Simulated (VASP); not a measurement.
# Al2Cu (P4/mmm) in VASP: further runs, part 2 of 2

VASP 6.6.1.

## 3. Single point, PBE

This run uses another cell than the first one, of 16.03 Å³/atom.

Input file INCAR:

```
  PREC = Accurate
  ENCUT = 520
  EDIFF = 1E-6
  ISMEAR = 0
  SIGMA = 0.15
  LREAL = False
  LASPH = True
  NELM = 100
  ALGO = Normal
  ISIF = 2
  LWAVE = False
  LCHARG = False
  GGA = PE
  NBANDS = 16
```

Input file KPOINTS:

```
regular mesh
0
Gamma
  10 10 14
```

Input file POSCAR:

```
Al2Cu
1.0
    3.9288000000      0.0000000000      0.0000000000
    0.0000000000      3.9288000000      0.0000000000
    0.0000000000      0.0000000000      3.1155000000
Al Cu
2 1
Direct
    0.5000000000      0.0000000000      0.5000000000
    0.0000000000      0.5000000000      0.5000000000
    0.0000000000      0.0000000000      0.0000000000
```

Potentials or basis: VASP PAW PBE potentials, release 64 (Al, Cu).

Run with:

```sh
cat potpaw_PBE.64/Al/POTCAR potpaw_PBE.64/Cu/POTCAR > POTCAR
mpirun -np 1 vasp_std > vasp.out
```

OUTCAR:

```text
PREC = Accurate
   ENCUT = 520
   EDIFF = 1E-6
   ISMEAR = 0
   LREAL = False
   LASPH = True
   NELM = 100
   ISIF = 2
   GGA = PE

 ion  position               nearest neighbor table
   1  0.500  0.000  0.500-   3 2.51   3 2.51   3 2.51   3 2.51   2 2.78   2 2.78   2 2.78   2 2.78

   2  0.000  0.500  0.500-   3 2.51   3 2.51   3 2.51   3 2.51   1 2.78   1 2.78   1 2.78   1 2.78

   3  0.000  0.000  0.000-   1 2.51   2 2.51   1 2.51   2 2.51   2 2.51   2 2.51   1 2.51   1 2.51

  LATTYP: Found a simple tetragonal cell.
 ALAT       =     3.9288000000
 C/A-ratio  =     0.7929902260

  Lattice vectors:

 A1 = (   3.9288000000,   0.0000000000,   0.0000000000)
 A2 = (   0.0000000000,   3.9288000000,   0.0000000000)
 A3 = (   0.0000000000,   0.0000000000,   3.1155000000)

Analysis of symmetry for initial positions (statically):
=====================================================================
 Subroutine PRICEL returns:
 Original cell was already a primitive cell.

 Routine SETGRP: Setting up the symmetry group for a
 simple tetragonal supercell.

 Subroutine GETGRP returns: Found 16 space group operations
 (whereof 16 operations were pure point group operations)
 out of a pool of 16 trial point group operations.

The static configuration has the point symmetry D_4h.

Analysis of symmetry for dynamics (positions and initial velocities):
=====================================================================
 Subroutine PRICEL returns:
 Original cell was already a primitive cell.

 Routine SETGRP: Setting up the symmetry group for a
 simple tetragonal supercell.

 Subroutine GETGRP returns: Found 16 space group operations
 (whereof 16 operations were pure point group operations)
 out of a pool of 16 trial point group operations.

The dynamic configuration has the point symmetry D_4h.

 Subroutine INISYM returns: Found 16 space group operations
 (whereof 16 operations are pure point group operations),
 and found     1 'primitive' translations

----------------------------------------------------------------------------------------

                                     Primitive cell

  volume of cell :      48.0892

  direct lattice vectors                    reciprocal lattice vectors
     3.928800000  0.000000000  0.000000000     0.254530645  0.000000000  0.000000000
     0.000000000  3.928800000  0.000000000     0.000000000  0.254530645  0.000000000
     0.000000000  0.000000000  3.115500000     0.000000000  0.000000000  0.320975766

  length of vectors
     3.928800000  3.928800000  3.115500000     0.254530645  0.254530645  0.320975766

  position of ions in fractional coordinates (direct lattice)
     0.500000000  0.000000000  0.500000000
     0.000000000  0.500000000  0.500000000
     0.000000000  0.000000000  0.000000000

  ion indices of the primitive-cell ions
   primitive index   ion index
                 1           1
                 2           2
                 3           3

----------------------------------------------------------------------------------------

 KPOINTS: regular mesh

Automatic generation of k-mesh.
 Grid dimensions read from file:
 generate k-points for:   10   10   14

 Generating k-lattice:

  Cartesian coordinates                     Fractional coordinates (reciprocal lattice)
     0.025453065  0.000000000  0.000000000     0.100000000  0.000000000  0.000000000
     0.000000000  0.025453065  0.000000000     0.000000000  0.100000000  0.000000000
     0.000000000  0.000000000  0.022926840     0.000000000  0.000000000  0.071428571

  Length of vectors
     0.025453065  0.025453065  0.022926840

  Shift w.r.t. Gamma in fractional coordinates (k-lattice)
     0.000000000  0.000000000  0.000000000

 Subroutine IBZKPT returns following result:
 ===========================================

 Found    168 irreducible k-points:

 Following reciprocal coordinates:
            Coordinates               Weight
  0.000000  0.000000  0.000000      1.000000
  0.100000  0.000000  0.000000      4.000000
  0.200000  0.000000  0.000000      4.000000
  0.300000  0.000000  0.000000      4.000000
  0.400000  0.000000  0.000000      4.000000
  0.500000  0.000000  0.000000      2.000000
[... 16 lines left out ...]
  0.100000  0.000000  0.071429      8.000000
  0.200000  0.000000  0.071429      8.000000
 [... further k-points ...]
   k-points           NKPTS =    168   k-points in BZ     NKDIM =    168   number of bands    NBANDS=     16
   number of dos      NEDOS =    301   number of ions     NIONS =      3
   total plane-waves  NPLWV =  21600
   dimension x,y,z NGX =    30 NGY =   30 NGZ =   24
   dimension x,y,z NGXF=    60 NGYF=   60 NGZF=   48
   ions per type =               2   1
   NGX,Y,Z   is equivalent  to a cutoff of  12.69, 12.69, 12.81 a.u.
   NGXF,Y,Z  is equivalent  to a cutoff of  25.39, 25.39, 25.61 a.u.
 SYSTEM =  unknown system
   PREC   = accura    normal or accurate (medium, high low for compatibility)
   ISTART =      0    job   : 0-new  1-cont  2-samecut
   ICHARG =      2    charge: 1-file 2-atom 10-const
   ISPIN  =      1    spin polarized calculation?
   LNONCOLLINEAR =      F non collinear calculations
   LSORBIT =      F    spin-orbit coupling
   LASPH  =      T    aspherical Exc in radial PAW
   ENCUT  =  520.0 eV  38.22 Ry    6.18 a.u.   7.30  7.30  5.79*2*pi/ulx,y,z
   NELM   =    100;   NELMIN=  2; NELMDL= -5     # of ELM steps
   EDIFF  = 0.1E-05   stopping-criterion for ELM
   LREAL  =      F    real-space projection
   EDIFFG = 0.1E-04   stopping-criterion for IOM
   NSW    =      0    number of steps for IOM
   IBRION =     -1    ionic relax: 0-MD 1-quasi-New 2-CG
   NFREE  =      0    steps in history (QN), initial steepest desc. (CG)
   ISIF   =      2    stress and relaxation
   ISYM   =      2    0-nonsym 1-usesym 2-fastsym
   POTIM  = 0.5000    time-step for ionic-motion
   TEBEG  =    0.0;   TEEND  =   0.0 temperature during run
   PSTRESS=    0.0 pullay stress
   NELECT =      17.0000    total number of electrons
   NUPDOWN=      -1.0000    fix difference up-down
   EMIN   =  10.00;   EMAX   =-10.00  energy-range for DOS
   EFERMI =   0.00;   METHOD = LEGACY
   ISMEAR =     0;   SIGMA  =   0.15  broadening in eV -4-tet -1-fermi 0-gaus
   EFERMI_NEDOS =   21; number of points for ismear=-14 and -15
   IALGO  =     38    algorithm
   IMIX   =      4    mixing-type and parameters
     AMIX     =   0.40;   BMIX     =  1.00
     AMIX_MAG =   1.60;   BMIX_MAG =  1.00
  volume/ion in A,a.u.               =      16.03       108.17
  Fermi-wavevector in a.u.,A,eV,Ry     =   1.157556  2.187463 18.230929  1.339935
  Thomas-Fermi vector in A             =   2.294166
   LORBIT       =      0    0 simple, 1 ext, 2 COOP (PROOUT), +10 PAW based schemes
   GGA     = PE    functional components
   LHFCALC =     F    Hartree Fock is set to
   AEXX    =    0.0000 exact exchange contribution
   IVDW    =     0    specifies the selected vdW correction
   LEPSILON=     F    determine dielectric tensor
   LRPA    =     F    only Hartree local field effects (RPA)
 non-spin polarized calculation
 Gauss-broadening in eV      SIGMA  =   0.15
  energy-cutoff  :      520.00
  volume of cell :       48.09
 maximum number of plane-waves:      1315
 NGX is ok and might be reduce to    30
   NGX = 15   NGY = 15   NGZ = 11

 number of electron      17.0000015 magnetization

 Free energy of the ion-electron system (eV)
  ---------------------------------------------------
  ext. energy  EPLUGINS =         0.00000000
  ---------------------------------------------------
  free energy    TOTEN  =       -11.16263350 eV

  energy without entropy =      -11.14861976  energy(sigma->0) =      -11.15562663

 E-fermi :   7.0805     XC(G=0): -10.4445

 val. band max:        7.0775324383   @ k =   0.5000   0.0000   0.0714
 cond. band min:       7.0953541802   @ k =   0.3000   0.3000   0.1429
 fundamental gap:      0.0178217419
 Fermi energy:         7.0805208433

 k-point     1 :       0.0000    0.0000    0.0000
  band No.  band energies     occupation
      1      -3.3212      2.00000
      2       2.1793      2.00000
      3       2.4764      2.00000
      4       3.1085      2.00000
      5       3.1085      2.00000
      6       3.1632      2.00000
[... 433 lines left out ...]
      3       2.4576      2.00000
      4       3.0157      2.00000
      5       3.0459      2.00000
      6       3.1023      2.00000
[... 8 lines left out ...]
     15      15.9467      0.00000
     16      18.6195      0.00000

 [... further k-points ...]

------------------------ aborting loop because EDIFF is reached ----------------------------------------

  FORCE on cell =-STRESS in cart. coord.  units (eV):
  Direction    XX          YY          ZZ          XY          YZ          ZX
  --------------------------------------------------------------------------------------
  -------------------------------------------------------------------------------------
  Total        1.6734072      1.6734072     -0.8000148      0.0000000      0.0000000      0.0000000
  in kB       55.7525350     55.7525350    -26.6539135      0.0000000      0.0000000      0.0000000
  external PRESSURE =      28.2837188 kB  Pullay stress =       0.0000000 kB

 VOLUME and BASIS-vectors are now :
 -----------------------------------------------------------------------------
  energy-cutoff  :      520.00
  volume of cell :       48.09
      direct lattice vectors                 reciprocal lattice vectors
     3.928800000  0.000000000  0.000000000     0.254530645  0.000000000  0.000000000
     0.000000000  3.928800000  0.000000000     0.000000000  0.254530645  0.000000000
     0.000000000  0.000000000  3.115500000     0.000000000  0.000000000  0.320975766

 POSITION                                       TOTAL-FORCE (eV/Angst)
 -----------------------------------------------------------------------------------
      1.96440      0.00000      1.55775         0.000000      0.000000      0.000000
      0.00000      1.96440      1.55775         0.000000      0.000000      0.000000
      0.00000      0.00000      0.00000         0.000000      0.000000      0.000000
 -----------------------------------------------------------------------------------
    total drift:                               -0.000000     -0.000000     -0.000000

  FREE ENERGIE OF THE ION-ELECTRON SYSTEM (eV)
  ---------------------------------------------------
  free  energy   TOTEN  =       -11.1626335033 eV

  energy  without entropy=      -11.1486197617  energy(sigma->0) =      -11.15562663
```

OSZICAR:

```text
N       E                     dE             d eps       ncg     rms          rms(c)
DAV:   1     0.626931364659E+02    0.62693E+02   -0.69133E+03  5392   0.111E+03
DAV:   2    -0.106145585299E+02   -0.73308E+02   -0.64893E+02  5640   0.201E+02
DAV:   3    -0.132436376656E+02   -0.26291E+01   -0.25731E+01  7416   0.435E+01
DAV:   4    -0.133022608832E+02   -0.58623E-01   -0.58600E-01  6480   0.547E+00
DAV:   5    -0.133054989538E+02   -0.32381E-02   -0.32380E-02  8624   0.148E+00    0.139E+01
DAV:   6    -0.151999810819E+02   -0.18945E+01   -0.35112E+01  6032   0.203E+02    0.115E+01
DAV:   7    -0.113042335971E+02    0.38957E+01   -0.95645E+00  6736   0.817E+01    0.224E+00
DAV:   8    -0.112115937673E+02    0.92640E-01   -0.12138E+00  7864   0.316E+01    0.196E+00
DAV:   9    -0.111620951199E+02    0.49499E-01   -0.20004E-01  6976   0.137E+01    0.227E-01
DAV:  10    -0.111640538106E+02   -0.19587E-02   -0.13502E-02  8224   0.325E+00    0.285E-01
DAV:  11    -0.111628261092E+02    0.12277E-02   -0.69995E-03  7280   0.291E+00    0.101E-01
DAV:  12    -0.111626479952E+02    0.17811E-03   -0.54473E-04  8344   0.652E-01    0.295E-02
DAV:  13    -0.111626336257E+02    0.14369E-04   -0.44566E-05  8696   0.172E-01    0.774E-03
DAV:  14    -0.111626335033E+02    0.12241E-06   -0.71224E-06  7632   0.719E-02
   1 F= -.11162634E+02 E0= -.11155627E+02  d E =-.140137E-01
```

stdout:

```text
POSCAR found type information on POSCAR AlCu
 POSCAR found :  2 types and       3 ions
 scaLAPACK will be used
 LDA part: xc-table for (Slater+PW92), standard interpolation
 POSCAR, INCAR and KPOINTS ok, starting setup
 FFT: planning ... GRIDC
 FFT: planning ... GRID_SOFT
 FFT: planning ... GRID
 WAVECAR not read
 entering main loop
```

Run time: 85 s. Hardware: 1 thread of AMD EPYC 7R13, shared host; peak memory 0.22 GiB.

What came out:

| Property | Result |
| --- | --- |
| Free energy | -11.1626 eV |
| Pressure | 2.8 GPa |
| Band gap on the k mesh | zero (an odd number of electrons rules out a gap without spin polarisation) |

Caveat: the stress differs along the axes, from -3 to 6 GPa.

## 4. Single point, PBE

This run uses another cell than the first one, of 16.19 Å³/atom.

Input file INCAR:

```
SYSTEM = Al2Cu
PREC = Accurate
ENCUT = 520
EDIFF = 1E-6
ISMEAR = 0
SIGMA = 0.15
LREAL = .False.
LASPH = .True.
NELM = 80
ALGO = Normal
ISIF = 2
LWAVE = .False.
LCHARG = .False.
GGA = PE
NBANDS = 16
```

Input file KPOINTS:

```
regular mesh
0
Gamma
  10 10 14
  0 0 0
```

Input file POSCAR:

```
Al2Cu
1.0
    4.2173000000      0.0000000000      0.0000000000
    0.0000000000      4.2173000000      0.0000000000
    0.0000000000      0.0000000000      2.7309000000
Al Cu
2 1
Direct
    0.5000000000      0.0000000000      0.5000000000
    0.0000000000      0.5000000000      0.5000000000
    0.0000000000      0.0000000000      0.0000000000
```

Run with:

```sh
cat potpaw_PBE.64/Al/POTCAR potpaw_PBE.64/Cu/POTCAR > POTCAR
mpirun -np 1 vasp_std > vasp.out
```

It took 80 s on 1 thread of AMD EPYC 7R13, shared host; peak memory 0.22 GiB.

Results (log left out):

* Free energy: -11.2581 eV
* Pressure: 1.7 GPa
* Band gap on the k mesh: zero (an odd number of electrons rules out a gap without spin polarisation)

Stress tensor (GPa, compression positive):
```
0.03 0.00 0.00
0.00 0.03 0.00
0.00 0.00 5.19
```

Levels at points of the mesh, in eV from the Fermi level:
| k point | band 5 | band 6 | band 7 | band 8 | band 9 | band 10 | band 11 | band 12 | band 13 | band 14 |
| --- | --- | --- | --- | --- | --- | --- | --- | --- | --- | --- |
| (0.00, 0.00, 0.00) | -3.99 | -3.99 | -2.81 | -2.81 | -0.79 | 0.53 | 5.20 | 5.20 | 6.50 | 7.19 |
| (0.50, 0.00, 0.00) | -4.51 | -4.00 | -3.99 | -1.61 | 1.12 | 1.13 | 1.17 | 7.58 | 8.81 | 9.27 |
| (0.50, 0.50, 0.00) | -4.53 | -4.45 | -4.00 | -4.00 | -2.54 | 8.10 | 8.10 | 8.70 | 8.83 | 9.98 |
| (0.00, 0.00, 0.50) | -4.84 | -4.13 | -2.76 | 1.86 | 2.62 | 2.62 | 2.78 | 2.78 | 3.36 | 3.61 |
| (0.50, 0.00, 0.50) | -4.24 | -4.21 | -3.07 | -2.18 | -1.35 | 3.76 | 3.85 | 4.53 | 4.87 | 5.47 |
| (0.50, 0.50, 0.50) | -4.01 | -3.18 | -2.41 | -2.41 | -0.44 | -0.35 | 0.18 | 0.18 | 2.44 | 10.96 |

Caveat: the stress differs along the axes, from 0 to 5 GPa.

## 5. Single point, PBE

This run uses another cell than the first one, of 16.41 Å³/atom.

Input file INCAR:

```
SYSTEM = Al2Cu
PREC = Accurate ; ENCUT = 520
EDIFF = 1E-6 ; ISMEAR = 0
SIGMA = 0.15 ; LREAL = .FALSE.
LASPH = .TRUE. ; NELM = 60
ALGO = Fast ; ISIF = 2
LWAVE = .FALSE. ; LCHARG = .FALSE.
GGA = PE ; NBANDS = 16
```

Input file KPOINTS:

```
Automatic mesh
0
G
  10 10 14
  0 0 0
```

Input file POSCAR:

```
Al2Cu
1.0
    4.0250000000      0.0000000000      0.0000000000
    0.0000000000      4.0250000000      0.0000000000
    0.0000000000      0.0000000000      3.0386000000
Al Cu
2 1
Direct
    0.5000000000      0.0000000000      0.5000000000
    0.0000000000      0.5000000000      0.5000000000
    0.0000000000      0.0000000000      0.0000000000
```

Run with:

```sh
cat potpaw_PBE.64/Al/POTCAR potpaw_PBE.64/Cu/POTCAR > POTCAR
mpirun -np 1 vasp_std > vasp.out
```

Wall time 1.7 min (1 thread of AMD EPYC 7R13, shared host); peak memory 0.22 GiB.

It converged, with:

* Free energy: -11.2476 eV
* Pressure: 0.1 GPa
* Band gap on the k mesh: zero (an odd number of electrons rules out a gap without spin polarisation)

Stress tensor (GPa, compression positive):
```
 2.22  0.00  0.00
 0.00  2.22  0.00
 0.00  0.00 -4.14
```

Levels at points of the mesh, in eV from the Fermi level:
| k point | band 5 | band 6 | band 7 | band 8 | band 9 | band 10 | band 11 | band 12 | band 13 | band 14 |
| --- | --- | --- | --- | --- | --- | --- | --- | --- | --- | --- |
| (0.00, 0.00, 0.00) | -3.92 | -3.92 | -1.89 | -1.89 | 0.54 | 1.30 | 4.53 | 6.67 | 7.04 | 7.04 |
| (0.50, 0.00, 0.00) | -3.98 | -3.98 | -3.91 | -0.47 | 1.98 | 2.29 | 2.63 | 6.02 | 7.97 | 8.70 |
| (0.50, 0.50, 0.00) | -4.03 | -3.96 | -3.96 | -3.84 | -2.23 | 8.04 | 8.59 | 8.59 | 9.00 | 9.00 |
| (0.00, 0.00, 0.50) | -4.50 | -3.82 | -3.08 | 2.38 | 2.38 | 3.06 | 3.06 | 3.09 | 3.12 | 3.67 |
| (0.50, 0.00, 0.50) | -3.91 | -3.84 | -2.88 | -2.60 | -1.87 | 3.59 | 4.27 | 4.38 | 5.08 | 6.55 |
| (0.50, 0.50, 0.50) | -3.66 | -3.57 | -1.98 | -1.98 | -1.23 | -1.01 | -0.24 | -0.24 | 2.56 | 12.22 |

Caveat: the stress differs along the axes, from -4 to 2 GPa.

## 6. The runs side by side

```csv
cell,gap on the mesh (eV),pressure (GPa)
"a = 4.025, b = 4.025, c = 2.962 Å, 3 atoms",none,2.3
"a = 3.929, b = 3.929, c = 3.115 Å, 3 atoms",none,2.8
"a = 4.217, b = 4.217, c = 2.731 Å, 3 atoms",none,1.7
"a = 4.025, b = 4.025, c = 3.039 Å, 3 atoms",none,0.1
```

Alike in all rows: task single point; level PBE; potentials or basis VASP PAW PBE potentials, release 64 (Al, Cu); no spin polarisation; k mesh 10 × 10 × 14; cutoff (eV) 520; smearing gaussian 0.15 eV.

Caveats: the stress differs along the axes, from -3 to 6 GPa (at least some runs); the stress differs along the axes, from 0 to 5 GPa (at least some runs); the stress differs along the axes, from -4 to 2 GPa (at least some runs).

Total energies depend on the potentials used, so only differences within one code and one set of settings carry meaning.
